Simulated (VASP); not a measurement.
# SiC (R3m) in VASP: a series of runs, part 2 of 2

VASP 6.6.1. The steps go on from the part before.

### Step 5. Single point, PBE

This run uses another cell than the first one, of 10.50 Å³/atom, 0.912 times its volume.

INCAR

```
ALGO     = Normal         # electronic algorithm
EDIFF    = 1E-6           # SCF threshold, eV
ENCUT    = 520            # plane-wave cutoff, eV
GGA      = PE             # functional
ISIF     = 2              # what is computed and relaxed
ISMEAR   = 0              # smearing method
LASPH    = True           # aspherical terms in the spheres
LCHARG   = False          # write CHGCAR
LREAL    = False          # projectors in reciprocal space
LWAVE    = False          # write WAVECAR
NBANDS   = 11             # bands
NELM     = 80             # most SCF steps
PREC     = Accurate       # precision mode
SIGMA    = 0.05           # smearing width, eV
```

KPOINTS

```
k-points
0
Gamma
  12 12 12
```

POSCAR

```
SiC
1.0
    0.0000000000      2.2491350037      2.2491350037
    2.2491350037      0.0000000000      2.2491350037
    2.1336794068      2.1336794068      0.1154555969
Si C
1 1
Direct
    0.0000000000      0.0000000000      0.0000000000
    0.7500000000      0.7500000000      0.7500000000
```

Potentials or basis: VASP PAW PBE potentials, release 64 (Si, C).

The run is started by

```bash
$ cat potpaw_PBE.64/Si/POTCAR potpaw_PBE.64/C/POTCAR > POTCAR
$ mpirun -np 1 vasp_std > vasp.out
```

OUTCAR:

```text
EDIFF = 1E-6
   ENCUT = 520
   GGA = PE
   ISIF = 2
   ISMEAR = 0
   LASPH = True
   LREAL = False
   NELM = 80
   PREC = Accurate

 ion  position               nearest neighbor table
   1  0.000  0.000  0.000-   2 1.80   2 1.93   2 1.93   2 1.93
   2  0.750  0.750  0.750-   1 1.80   1 1.93   1 1.93   1 1.93

  LATTYP: Found a trigonal (rhomboedric) cell.
 ALAT       =     3.0196863441
 COS(alpha) =     0.4452371389

  Lattice vectors:

 A1 = (   2.1336794068,  -0.1154555969,  -2.1336794068)
 A2 = (  -0.1154555969,   2.1336794068,  -2.1336794068)
 A3 = (   2.1336794068,   2.1336794068,   0.1154555969)

Analysis of symmetry for initial positions (statically):
=====================================================================
 Subroutine PRICEL returns:
 Original cell was already a primitive cell.

 Routine SETGRP: Setting up the symmetry group for a
 trigonal (rhombohedral) supercell.

 Subroutine GETGRP returns: Found  6 space group operations
 (whereof  6 operations were pure point group operations)
 out of a pool of 12 trial point group operations.

The static configuration has the point symmetry C_3v.

Analysis of symmetry for dynamics (positions and initial velocities):
=====================================================================
 Subroutine PRICEL returns:
 Original cell was already a primitive cell.

 Routine SETGRP: Setting up the symmetry group for a
 trigonal (rhombohedral) supercell.

 Subroutine GETGRP returns: Found  6 space group operations
 (whereof  6 operations were pure point group operations)
 out of a pool of 12 trial point group operations.

The dynamic configuration has the point symmetry C_3v.

 Subroutine INISYM returns: Found  6 space group operations
 (whereof  6 operations are pure point group operations),
 and found     1 'primitive' translations

----------------------------------------------------------------------------------------

                                     Primitive cell

  volume of cell :      21.0029

  direct lattice vectors                    reciprocal lattice vectors
     0.000000000  2.249135004  2.249135004    -0.228489591  0.216125783  0.228489591
     2.249135004  0.000000000  2.249135004     0.216125783 -0.228489591  0.228489591
     2.133679407  2.133679407  0.115455597     0.240853399  0.240853399 -0.240853399

  length of vectors
     3.180757226  3.180757226  3.019686344     0.388748428  0.388748428  0.417170323

  position of ions in fractional coordinates (direct lattice)
     0.000000000  0.000000000  0.000000000
     0.750000000  0.750000000  0.750000000

  ion indices of the primitive-cell ions
   primitive index   ion index
                 1           1
                 2           2

----------------------------------------------------------------------------------------

 KPOINTS: k-points

Automatic generation of k-mesh.
 Grid dimensions read from file:
 generate k-points for:   12   12   12

 Generating k-lattice:

  Cartesian coordinates                     Fractional coordinates (reciprocal lattice)
    -0.019040799  0.018010482  0.019040799     0.083333333  0.000000000 -0.000000000
     0.018010482 -0.019040799  0.019040799     0.000000000  0.083333333 -0.000000000
     0.020071117  0.020071117 -0.020071117     0.000000000  0.000000000  0.083333333

  Length of vectors
     0.032395702  0.032395702  0.034764194

  Shift w.r.t. Gamma in fractional coordinates (k-lattice)
     0.000000000  0.000000000  0.000000000

 Subroutine IBZKPT returns following result:
 ===========================================

 Found    189 irreducible k-points:

 Following reciprocal coordinates:
            Coordinates               Weight
  0.000000  0.000000  0.000000      1.000000
  0.083333  0.000000  0.000000      6.000000
  0.166667  0.000000  0.000000      6.000000
  0.250000  0.000000  0.000000      6.000000
  0.333333  0.000000  0.000000      6.000000
  0.416667  0.000000 -0.000000      6.000000
[... 16 lines left out ...]
  0.500000  0.166667  0.000000     12.000000
 -0.416667  0.166667  0.000000     12.000000
 [... further k-points ...]
   k-points           NKPTS =    189   k-points in BZ     NKDIM =    189   number of bands    NBANDS=     11
   number of dos      NEDOS =    301   number of ions     NIONS =      2
   total plane-waves  NPLWV =  13824
   dimension x,y,z NGX =    24 NGY =   24 NGZ =   24
   dimension x,y,z NGXF=    48 NGYF=   48 NGZF=   48
   ions per type =               1   1
   NGX,Y,Z   is equivalent  to a cutoff of  12.54, 12.54, 13.21 a.u.
   NGXF,Y,Z  is equivalent  to a cutoff of  25.09, 25.09, 26.43 a.u.
 SYSTEM =  unknown system
   PREC   = accura    normal or accurate (medium, high low for compatibility)
   ISTART =      0    job   : 0-new  1-cont  2-samecut
   ICHARG =      2    charge: 1-file 2-atom 10-const
   ISPIN  =      1    spin polarized calculation?
   LNONCOLLINEAR =      F non collinear calculations
   LSORBIT =      F    spin-orbit coupling
   LASPH  =      T    aspherical Exc in radial PAW
   ENCUT  =  520.0 eV  38.22 Ry    6.18 a.u.   5.91  5.91  5.61*2*pi/ulx,y,z
   NELM   =     80;   NELMIN=  2; NELMDL= -5     # of ELM steps
   EDIFF  = 0.1E-05   stopping-criterion for ELM
   LREAL  =      F    real-space projection
   EDIFFG = 0.1E-04   stopping-criterion for IOM
   NSW    =      0    number of steps for IOM
   IBRION =     -1    ionic relax: 0-MD 1-quasi-New 2-CG
   NFREE  =      0    steps in history (QN), initial steepest desc. (CG)
   ISIF   =      2    stress and relaxation
   ISYM   =      2    0-nonsym 1-usesym 2-fastsym
   POTIM  = 0.5000    time-step for ionic-motion
   TEBEG  =    0.0;   TEEND  =   0.0 temperature during run
   PSTRESS=    0.0 pullay stress
   NELECT =       8.0000    total number of electrons
   NUPDOWN=      -1.0000    fix difference up-down
   EMIN   =  10.00;   EMAX   =-10.00  energy-range for DOS
   EFERMI =   0.00;   METHOD = LEGACY
   ISMEAR =     0;   SIGMA  =   0.05  broadening in eV -4-tet -1-fermi 0-gaus
   EFERMI_NEDOS =   21; number of points for ismear=-14 and -15
   IALGO  =     38    algorithm
   IMIX   =      4    mixing-type and parameters
     AMIX     =   0.40;   BMIX     =  1.00
     AMIX_MAG =   1.60;   BMIX_MAG =  1.00
  volume/ion in A,a.u.               =      10.50        70.87
  Fermi-wavevector in a.u.,A,eV,Ry     =   1.186712  2.242561 19.160892  1.408286
  Thomas-Fermi vector in A             =   2.322879
   LORBIT       =      0    0 simple, 1 ext, 2 COOP (PROOUT), +10 PAW based schemes
   GGA     = PE    functional components
   LHFCALC =     F    Hartree Fock is set to
   AEXX    =    0.0000 exact exchange contribution
   IVDW    =     0    specifies the selected vdW correction
   LEPSILON=     F    determine dielectric tensor
   LRPA    =     F    only Hartree local field effects (RPA)
 non-spin polarized calculation
 Gauss-broadening in eV      SIGMA  =   0.05
  energy-cutoff  :      520.00
  volume of cell :       21.00
 maximum number of plane-waves:       580
   NGX = 11   NGY = 11   NGZ = 11

 number of electron       8.0000001 magnetization

 Free energy of the ion-electron system (eV)
  ---------------------------------------------------
  ext. energy  EPLUGINS =         0.00000000
  ---------------------------------------------------
  free energy    TOTEN  =       -14.90667441 eV

  energy without entropy =      -14.90667441  energy(sigma->0) =      -14.90667441

 E-fermi :   8.4590     XC(G=0): -11.2891

 val. band max:        8.1537885829   @ k =   0.0000   0.0000   0.0000
 cond. band min:       9.2015528397   @ k =   0.5000   0.5000   0.0000
 fundamental gap:      1.0477642568
 Fermi energy:         8.4590248615

 k-point     1 :       0.0000    0.0000    0.0000
  band No.  band energies     occupation
      1      -7.3640      2.00000
      2       7.8111      2.00000
      3       7.8111      2.00000
      4       8.1538      2.00000
      5      13.3269      0.00000
      6      14.5707      0.00000
      7      14.5707      0.00000
      8      17.1390      0.00000
      9      22.4286      0.00000
     10      22.4286      0.00000
     11      24.2076      0.00000
[... 309 lines left out ...]
 k-point    24 :      -0.4167    0.1667    0.0000
  band No.  band energies     occupation
      1      -3.7522      2.00000
      2      -0.0200      2.00000
      3       4.9353      2.00000
      4       6.6971      2.00000
      5      13.3956      0.00000
      6      15.5236      0.00000
      7      17.0277      0.00000
      8      18.6962      0.00000
      9      21.8392      0.00000
     10      23.8905      0.00000
     11      25.9556      0.00000

 [... further k-points ...]
[... 5 lines left out ...]
  --------------------------------------------------------------------------------------
  -------------------------------------------------------------------------------------
  Total        0.2582421      0.2582421      0.2582421      1.9660818     -1.9660818     -1.9660818
  in kB       19.6996881     19.6996881     19.6996881    149.9801918   -149.9801918   -149.9801918
  external PRESSURE =      19.6996881 kB  Pullay stress =       0.0000000 kB

 VOLUME and BASIS-vectors are now :
 -----------------------------------------------------------------------------
  energy-cutoff  :      520.00
  volume of cell :       21.00
      direct lattice vectors                 reciprocal lattice vectors
     0.000000000  2.249135004  2.249135004    -0.228489591  0.216125783  0.228489591
     2.249135004  0.000000000  2.249135004     0.216125783 -0.228489591  0.228489591
     2.133679407  2.133679407  0.115455597     0.240853399  0.240853399 -0.240853399

 POSITION                                       TOTAL-FORCE (eV/Angst)
 -----------------------------------------------------------------------------------
      0.00000      0.00000      0.00000        -0.606697     -0.606697      0.606697
      3.28711      3.28711      3.46029         0.606697      0.606697     -0.606697
 -----------------------------------------------------------------------------------
    total drift:                                0.000109      0.000109     -0.000109

  FREE ENERGIE OF THE ION-ELECTRON SYSTEM (eV)
  ---------------------------------------------------
  free  energy   TOTEN  =       -14.9066744083 eV

  energy  without entropy=      -14.9066744083  energy(sigma->0) =      -14.90667441
```

Wall time 43 s (1 thread of AMD EPYC 7R43 (Zen 3), shared host); peak memory 0.13 GiB.

What came out:

```
Free energy            : -14.9067 eV
Pressure               : 2.0 GPa
Largest force          : 1.051 eV/Å
Band gap on the k mesh : 1.05 eV, indirect (least direct gap 3.95 eV)
```

Forces on the atoms (eV/Å):
```
Si  -0.607 -0.607  0.607
C    0.607  0.607 -0.607
```

Stress tensor (GPa, compression positive):
```
  1.97  15.00 -15.00
 15.00   1.97 -15.00
-15.00 -15.00   1.97
```

Caveat: forces of over 1 eV/Å act on the atoms, so gaps and moduli don't describe the material at rest. A k mesh can miss the band edges.

### Step 6. Single point, PBE

This run uses another cell than the first one, of 10.75 Å³/atom, 0.934 times its volume.

INCAR

```
SYSTEM = SiC
PREC = Accurate
ENCUT = 520
EDIFF = 1E-7
ISMEAR = 0
SIGMA = 0.05
LREAL = .False.
LASPH = .True.
NELM = 60
ALGO = Normal
ISIF = 2
LWAVE = .False.
LCHARG = .False.
GGA = PE
NBANDS = 11
```

KPOINTS

```
regular mesh
0
Gamma
  12 12 12
  0 0 0
```

POSCAR

```
SiC
1.0
    0.0000000000      2.1489859531      2.1489859531
    2.1489859531      0.0000000000      2.1489859531
    2.2686128378      2.2686128378     -0.1196268847
Si C
1 1
Direct
    0.0000000000      0.0000000000      0.0000000000
    0.7500000000      0.7500000000      0.7500000000
```

Potentials or basis: VASP PAW PBE potentials, release 64 (Si, C).

The run is started by

```bash
$ cat potpaw_PBE.64/Si/POTCAR potpaw_PBE.64/C/POTCAR > POTCAR
$ mpirun -np 1 vasp_std > vasp.out
```

Run time: 72 s. Hardware: 1 thread of AMD EPYC 7R43 (Zen 3), shared host; peak memory 0.12 GiB.

Results (log left out):

```
Free energy            : -14.9163 eV
Pressure               : -3.1 GPa
Largest force          : 0.316 eV/Å
Band gap on the k mesh : 1.13 eV, indirect (least direct gap 4.01 eV)
```

Forces on the atoms (eV/Å):
```
Si   0.182  0.182 -0.182
C   -0.182 -0.182  0.182
```

Stress tensor (GPa, compression positive):
```
 -3.10 -12.49  12.49
-12.49  -3.10  12.49
 12.49  12.49  -3.10
```

Levels at points of the mesh, in eV from the valence-band top:
| k point | band 2 | band 3 | band 4 | band 5 | band 6 | band 7 |
| --- | --- | --- | --- | --- | --- | --- |
| (0.00, 0.00, 0.00) | -0.52 | 0.00 | 0.00 | 4.27 | 7.17 | 7.50 |
| (0.50, 0.00, 0.00) | -8.46 | -1.37 | -1.29 | 4.39 | 6.29 | 7.29 |
| (0.50, 0.50, 0.00) | -7.83 | -3.61 | -2.88 | 1.13 | 4.17 | 12.80 |
| (0.00, 0.00, 0.50) | -8.57 | -0.77 | -0.77 | 6.07 | 7.55 | 7.55 |

### Step 7. Overview

| cell | gap on the mesh (eV) | pressure (GPa) | largest force (eV/Å) |
| --- | --- | --- | --- |
| a = 3.109, b = 3.109, c = 3.284 Å, angles 61.8, 61.8, 60.0°, 2 atoms | 1.21 | -14.7 | 0.06 |
| a = 3.255, b = 3.255, c = 3.091 Å, angles 58.2, 58.2, 60.0°, 2 atoms | 1.15 | -11.2 | 0.70 |
| a = 3.086, b = 3.086, c = 3.260 Å, angles 61.8, 61.8, 60.0°, 2 atoms | 1.18 | -11.3 | 0.14 |
| a = 3.181, b = 3.181, c = 3.020 Å, angles 58.2, 58.2, 60.0°, 2 atoms | 1.05 | 2.0 | 1.05 |
| a = 3.039, b = 3.039, c = 3.211 Å, angles 61.8, 61.8, 60.0°, 2 atoms | 1.13 | -3.1 | 0.32 |

Alike in all rows: task single point; level PBE; potentials or basis VASP PAW PBE potentials, release 64 (Si, C); no spin polarisation; k mesh 12 × 12 × 12; cutoff (eV) 520; smearing gaussian 0.05 eV.

Caveats: forces of over 1 eV/Å act on the atoms, so gaps and moduli don't describe the material at rest (some runs).

Total energies depend on the potentials used, so only differences within one code and one set of settings carry meaning.
